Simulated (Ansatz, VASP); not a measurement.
CaO: VASP beside Ansatz

Contents of INCAR:

```
SYSTEM = CaO
PREC     = Accurate       ! precision mode
ENCUT    = 520            ! plane-wave cutoff, eV
EDIFF    = 1E-7           ! SCF threshold, eV
ISMEAR   = 0              ! smearing method
SIGMA    = 0.02           ! smearing width, eV
LREAL    = .False.        ! projectors in reciprocal space
LASPH    = .True.         ! aspherical terms in the spheres
NELM     = 100            ! most SCF steps
ALGO     = Normal         ! electronic algorithm
ISIF     = 2              ! what is computed and relaxed
LWAVE    = .False.        ! write WAVECAR
LCHARG   = .False.        ! write CHGCAR
GGA      = PE             ! functional
NBANDS   = 15             ! bands
```

File KPOINTS:

```
Automatic mesh
0
Gamma
  8 8 8
  0 0 0
```

File POSCAR:

```
CaO
1.0
    0.0000000000      2.3143094359      2.3143094359
    2.3143094359      0.0000000000      2.3143094359
    2.3143094359      2.3143094359      0.0000000000
Ca O
1 1
Direct
    0.0000000000      0.0000000000      0.0000000000
    0.5000000000      0.5000000000      0.5000000000
```

Input for Ansatz:

```yaml
crystal:
  lattice:
    - [0.0, 2.3143094359, 2.3143094359]
    - [2.3143094359, 0.0, 2.3143094359]
    - [2.3143094359, 2.3143094359, 0.0]
  atoms:
    - { symbol: Ca, position: [0.0, 0.0, 0.0] }
    - { symbol: O, position: [0.5, 0.5, 0.5] }
basis:
  ecutwfc: 420
kpoints:
  mp_grid: { grid: [8, 8, 8] }
hamiltonian:
  xc: pbe
scf:
  occupations: { method: gaussian, width: 0.02 }
output:
  forces: true
  stress: true
  eigenvalues: true
```

Alike in both runs: task single point; functional PBE; k mesh 8 × 8 × 8; occupations gaussian, width 0.02 eV; no spin polarisation.

|  | VASP | Ansatz |
| --- | --- | --- |
| version | VASP 6.6.1 | Ansatz 0.2.0 |
| potentials or method | VASP PAW PBE potentials, release 64 (Ca_sv, O), cutoff 520 eV | scalar-relativistic, plane waves, PAW |
| valence electrons in the cell | 16 | 16 |

VASP gave:

- gap on the k mesh at the Fermi level (eV): 3.57
- least direct gap on the mesh (eV): 3.91
- pressure (GPa): 18.9

Problem. Which values does Ansatz return?

Solution. gap on the k mesh at the Fermi level (eV): 3.59; least direct gap on the mesh (eV): 3.93; pressure (GPa): 17.9.
